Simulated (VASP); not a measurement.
# Hg (I4_1/amd) in VASP: notebook, part 2 of 2

VASP 6.6.1. The steps go on from the part before.

### 5 Single point, PBE

This run uses another cell than the first one, of 27.54 Å³/atom, 1.063 times its volume.

The input, INCAR:

```
PREC = Accurate ; ENCUT = 520
EDIFF = 1E-6 ; ISMEAR = -1
SIGMA = 0.05 ; LREAL = F
LASPH = T ; NELM = 60
ALGO = Fast ; ISIF = 2
LWAVE = F ; LCHARG = F
GGA = PE ; NBANDS = 19
```

The input, KPOINTS:

```
regular mesh
0
Gamma
  10 10 10
```

The input, POSCAR:

```
Hg
1.0
   -2.9491570508      2.9491570508      1.5829671088
    2.9491570508     -2.9491570508      1.5829671088
    2.9491570508      2.9491570508     -1.5829671088
Hg
2
Direct
    0.0000000000      0.0000000000      0.0000000000
    0.7500000000      0.2500000000      0.5000000000
```

Potentials or basis: VASP PAW PBE potentials, release 64 (Hg).

Launch:

```bash
$ cat potpaw_PBE.64/Hg/POTCAR > POTCAR
$ mpirun -np 1 vasp_std > vasp.out
```

OUTCAR:

```text
PREC = Accurate
   ENCUT = 520
   EDIFF = 1E-6
   ISMEAR = -1
   LREAL = F
   LASPH = T
   NELM = 60
   ISIF = 2
   GGA = PE

 ion  position               nearest neighbor table
   1  0.000  0.000  0.000-   2 3.05   2 3.05   2 3.05   2 3.05   2 3.79   2 3.79   2 3.79   2 3.79

   2  0.750  0.250  0.500-   1 3.05   1 3.05   1 3.05   1 3.05   1 3.79   1 3.79   1 3.79   1 3.79

  LATTYP: Found a body centered tetragonal cell.
 ALAT       =     5.8983141016
 C/A-ratio  =     0.5367523945

  Lattice vectors:

 A1 = (  -2.9491570508,   2.9491570508,   1.5829671088)
 A2 = (   2.9491570508,  -2.9491570508,   1.5829671088)
 A3 = (   2.9491570508,   2.9491570508,  -1.5829671088)

Analysis of symmetry for initial positions (statically):
=====================================================================
 Subroutine PRICEL returns:
 Original cell was already a primitive cell.

 Routine SETGRP: Setting up the symmetry group for a
 body centered tetragonal supercell.

 Subroutine GETGRP returns: Found 16 space group operations
 (whereof  8 operations were pure point group operations)
 out of a pool of 16 trial point group operations.

The static configuration has the point symmetry D_2d.
 The point group associated with its full space group is D_4h.

Analysis of symmetry for dynamics (positions and initial velocities):
=====================================================================
 Subroutine PRICEL returns:
 Original cell was already a primitive cell.

 Routine SETGRP: Setting up the symmetry group for a
 body centered tetragonal supercell.

 Subroutine GETGRP returns: Found 16 space group operations
 (whereof  8 operations were pure point group operations)
 out of a pool of 16 trial point group operations.

The dynamic configuration has the point symmetry D_2d.
 The point group associated with its full space group is D_4h.

 Subroutine INISYM returns: Found 16 space group operations
 (whereof  8 operations are pure point group operations),
 and found     1 'primitive' translations

----------------------------------------------------------------------------------------

                                     Primitive cell

  volume of cell :      55.0716

  direct lattice vectors                    reciprocal lattice vectors
    -2.949157051  2.949157051  1.582967109     0.000000000  0.169539971  0.315862533
     2.949157051 -2.949157051  1.582967109     0.169539971  0.000000000  0.315862533
     2.949157051  2.949157051 -1.582967109     0.169539971  0.169539971  0.000000000

  length of vectors
     4.461035697  4.461035697  4.461035697     0.358487017  0.358487017  0.239765726

  position of ions in fractional coordinates (direct lattice)
     0.000000000  0.000000000  0.000000000
     0.750000000  0.250000000  0.500000000

  ion indices of the primitive-cell ions
   primitive index   ion index
                 1           1
                 2           2

----------------------------------------------------------------------------------------

 KPOINTS: regular mesh

Automatic generation of k-mesh.
 Grid dimensions read from file:
 generate k-points for:   10   10   10

 Generating k-lattice:

  Cartesian coordinates                     Fractional coordinates (reciprocal lattice)
     0.000000000  0.016953997  0.031586253     0.100000000  0.000000000  0.000000000
     0.016953997  0.000000000  0.031586253     0.000000000  0.100000000  0.000000000
     0.016953997  0.016953997  0.000000000     0.000000000  0.000000000  0.100000000

  Length of vectors
     0.035848702  0.035848702  0.023976573

  Shift w.r.t. Gamma in fractional coordinates (k-lattice)
     0.000000000  0.000000000  0.000000000

 Subroutine IBZKPT returns following result:
 ===========================================

 Found    102 irreducible k-points:

 Following reciprocal coordinates:
            Coordinates               Weight
  0.000000  0.000000  0.000000      1.000000
  0.100000  0.000000 -0.000000      8.000000
  0.200000  0.000000 -0.000000      8.000000
  0.300000  0.000000  0.000000      8.000000
  0.400000  0.000000  0.000000      8.000000
  0.500000  0.000000 -0.000000      4.000000
[... 16 lines left out ...]
  0.300000  0.300000  0.000000      8.000000
  0.400000  0.300000 -0.000000     16.000000
 [... further k-points ...]
   k-points           NKPTS =    102   k-points in BZ     NKDIM =    102   number of bands    NBANDS=     19
   number of dos      NEDOS =    301   number of ions     NIONS =      2
   total plane-waves  NPLWV =  46656
   dimension x,y,z NGX =    36 NGY =   36 NGZ =   36
   dimension x,y,z NGXF=    72 NGYF=   72 NGZF=   72
   ions per type =               2
   NGX,Y,Z   is equivalent  to a cutoff of  13.42, 13.42, 13.42 a.u.
   NGXF,Y,Z  is equivalent  to a cutoff of  26.83, 26.83, 26.83 a.u.
 SYSTEM =  unknown system
   PREC   = accura    normal or accurate (medium, high low for compatibility)
   ISTART =      0    job   : 0-new  1-cont  2-samecut
   ICHARG =      2    charge: 1-file 2-atom 10-const
   ISPIN  =      1    spin polarized calculation?
   LNONCOLLINEAR =      F non collinear calculations
   LSORBIT =      F    spin-orbit coupling
   LASPH  =      T    aspherical Exc in radial PAW
   ENCUT  =  520.0 eV  38.22 Ry    6.18 a.u.   8.29  8.29  8.29*2*pi/ulx,y,z
   NELM   =     60;   NELMIN=  2; NELMDL= -5     # of ELM steps
   EDIFF  = 0.1E-05   stopping-criterion for ELM
   LREAL  =      F    real-space projection
   EDIFFG = 0.1E-04   stopping-criterion for IOM
   NSW    =      0    number of steps for IOM
   IBRION =     -1    ionic relax: 0-MD 1-quasi-New 2-CG
   NFREE  =      0    steps in history (QN), initial steepest desc. (CG)
   ISIF   =      2    stress and relaxation
   ISYM   =      2    0-nonsym 1-usesym 2-fastsym
   POTIM  = 0.5000    time-step for ionic-motion
   TEBEG  =    0.0;   TEEND  =   0.0 temperature during run
   PSTRESS=    0.0 pullay stress
   NELECT =      24.0000    total number of electrons
   NUPDOWN=      -1.0000    fix difference up-down
   EMIN   =  10.00;   EMAX   =-10.00  energy-range for DOS
   EFERMI =   0.00;   METHOD = LEGACY
   ISMEAR =    -1;   SIGMA  =   0.05  broadening in eV -4-tet -1-fermi 0-gaus
   EFERMI_NEDOS =   21; number of points for ismear=-14 and -15
   IALGO  =     68    algorithm
   IMIX   =      4    mixing-type and parameters
     AMIX     =   0.40;   BMIX     =  1.00
     AMIX_MAG =   1.60;   BMIX_MAG =  1.00
  volume/ion in A,a.u.               =      27.54       185.82
  Fermi-wavevector in a.u.,A,eV,Ry     =   1.241184  2.345497 20.960274  1.540537
  Thomas-Fermi vector in A             =   2.375592
   LORBIT       =      0    0 simple, 1 ext, 2 COOP (PROOUT), +10 PAW based schemes
   GGA     = PE    functional components
   LHFCALC =     F    Hartree Fock is set to
   AEXX    =    0.0000 exact exchange contribution
   IVDW    =     0    specifies the selected vdW correction
   LEPSILON=     F    determine dielectric tensor
   LRPA    =     F    only Hartree local field effects (RPA)
 non-spin polarized calculation
 RMM-DIIS sequential band-by-band and
  energy-cutoff  :      520.00
  volume of cell :       55.07
 maximum number of plane-waves:      1502
 NGX is ok and might be reduce to    36
   NGX = 17   NGY = 17   NGZ = 17

 number of electron      24.0000001 magnetization

 Free energy of the ion-electron system (eV)
  ---------------------------------------------------
  ext. energy  EPLUGINS =         0.00000000
  ---------------------------------------------------
  free energy    TOTEN  =        -0.32866716 eV

  energy without entropy =       -0.32379090  energy(sigma->0) =       -0.32622903

 E-fermi :   1.8428     XC(G=0):  -9.9732

 val. band max:        1.8352695416   @ k =   0.3000   0.2000   0.2000
 cond. band min:       1.8447266869   @ k =   0.2000   0.0000  -0.0000
 fundamental gap:      0.0094571453
 Fermi energy:         1.8428437276

 k-point     1 :       0.0000    0.0000    0.0000
  band No.  band energies     occupation
      1      -6.3639      2.00000
      2      -5.8567      2.00000
      3      -5.7371      2.00000
      4      -5.5883      2.00000
      5      -5.4994      2.00000
      6      -4.5178      2.00000
[... 11 lines left out ...]
     18      14.4596      0.00000
     19      14.4878      0.00000
[... 489 lines left out ...]
      3      -5.3060      2.00000
      4      -5.1147      2.00000
      5      -5.0150      2.00000
      6      -4.6850      2.00000
[... 11 lines left out ...]
     18      12.1963      0.00000
     19      14.0613      0.00000

 [... further k-points ...]

------------------------ aborting loop because EDIFF is reached ----------------------------------------

  FORCE on cell =-STRESS in cart. coord.  units (eV):
  Direction    XX          YY          ZZ          XY          YZ          ZX
  --------------------------------------------------------------------------------------
  -------------------------------------------------------------------------------------
  Total        0.4352690      0.4352690      0.3503962      0.0000000      0.0000000      0.0000000
  in kB       12.6631187     12.6631187     10.1939443      0.0000000      0.0000000      0.0000000
  external PRESSURE =      11.8400606 kB  Pullay stress =       0.0000000 kB

 VOLUME and BASIS-vectors are now :
 -----------------------------------------------------------------------------
  energy-cutoff  :      520.00
  volume of cell :       55.07
      direct lattice vectors                 reciprocal lattice vectors
    -2.949157051  2.949157051  1.582967109     0.000000000  0.169539971  0.315862533
     2.949157051 -2.949157051  1.582967109     0.169539971  0.000000000  0.315862533
     2.949157051  2.949157051 -1.582967109     0.169539971  0.169539971  0.000000000

 POSITION                                       TOTAL-FORCE (eV/Angst)
 -----------------------------------------------------------------------------------
      0.00000      0.00000      0.00000        -0.000000      0.000000     -0.000000
      0.00000      2.94916      0.79148         0.000000     -0.000000      0.000000
 -----------------------------------------------------------------------------------
    total drift:                               -0.000000      0.000000     -0.000000

  FREE ENERGIE OF THE ION-ELECTRON SYSTEM (eV)
  ---------------------------------------------------
  free  energy   TOTEN  =        -0.3286671588 eV

  energy  without entropy=       -0.3237908988  energy(sigma->0) =       -0.32622903
```

OSZICAR:

```text
N       E                     dE             d eps       ncg     rms          rms(c)
DAV:   1     0.182003619277E+03    0.18200E+03   -0.12462E+04  3892   0.120E+03
DAV:   2     0.394007582871E+01   -0.17806E+03   -0.16941E+03  3996   0.312E+02
DAV:   3    -0.376699012882E+00   -0.43168E+01   -0.43052E+01  4560   0.541E+01
DAV:   4    -0.384143069482E+00   -0.74441E-02   -0.74434E-02  4104   0.221E+00
DAV:   5    -0.384157668745E+00   -0.14599E-04   -0.14599E-04  4305   0.923E-02    0.383E+00
RMM:   6    -0.331857720326E+00    0.52300E-01   -0.11700E-01  3887   0.284E+00    0.299E+00
RMM:   7    -0.328542196532E+00    0.33155E-02   -0.20752E-02  4000   0.959E-01    0.132E+00
RMM:   8    -0.328607333625E+00   -0.65137E-04   -0.26531E-03  4044   0.614E-01    0.798E-02
RMM:   9    -0.328645914803E+00   -0.38581E-04   -0.23547E-04  4248   0.127E-01    0.425E-02
RMM:  10    -0.328667775413E+00   -0.21861E-04   -0.63716E-05  4101   0.902E-02    0.109E-02
RMM:  11    -0.328667158770E+00    0.61664E-06   -0.44006E-06  4076   0.183E-02
   1 F= -.32866716E+00 E0= -.32622903E+00  d E =-.487626E-02
```

stdout:

```text
POSCAR found type information on POSCAR Hg
 POSCAR found :  1 types and       2 ions
 scaLAPACK will be used
 LDA part: xc-table for (Slater+PW92), standard interpolation
 POSCAR, INCAR and KPOINTS ok, starting setup
 FFT: planning ... GRIDC
 FFT: planning ... GRID_SOFT
 FFT: planning ... GRID
 WAVECAR not read
 entering main loop
```

Wall time 3 min (1 thread of Oxide Virtual Turin-like, shared host); peak memory 0.22 GiB.

Results:

| Property | Result |
| --- | --- |
| Free energy | -0.3287 eV |
| Pressure | 1.2 GPa |
| Band gap on the k mesh | zero (band 12 reaches 3.92 eV, above the bottom of band 13 at 0.29 eV) |

Caveat: spin-orbit coupling is left out, which moves the levels of the heavy elements.

### 6 The runs side by side

```csv
cell,gap on the mesh (eV),pressure (GPa)
"a = 4.372 Å, angles 97.2, 97.2, 138.4°, 2 atoms",none,3.1
"a = 4.402 Å, angles 97.2, 97.2, 138.4°, 2 atoms",none,2.3
"a = 4.432 Å, angles 97.2, 97.2, 138.4°, 2 atoms",none,1.7
"a = 4.461 Å, angles 97.2, 97.2, 138.4°, 2 atoms",none,1.2
```

Alike in all rows: task single point; level PBE; potentials or basis VASP PAW PBE potentials, release 64 (Hg); no spin polarisation; k mesh 10 × 10 × 10; cutoff (eV) 520; smearing fermi-dirac 0.05 eV.

Caveats: spin-orbit coupling is left out, which moves the levels of the heavy elements.

Total energies depend on the potentials used, so only differences within one code and one set of settings carry meaning.
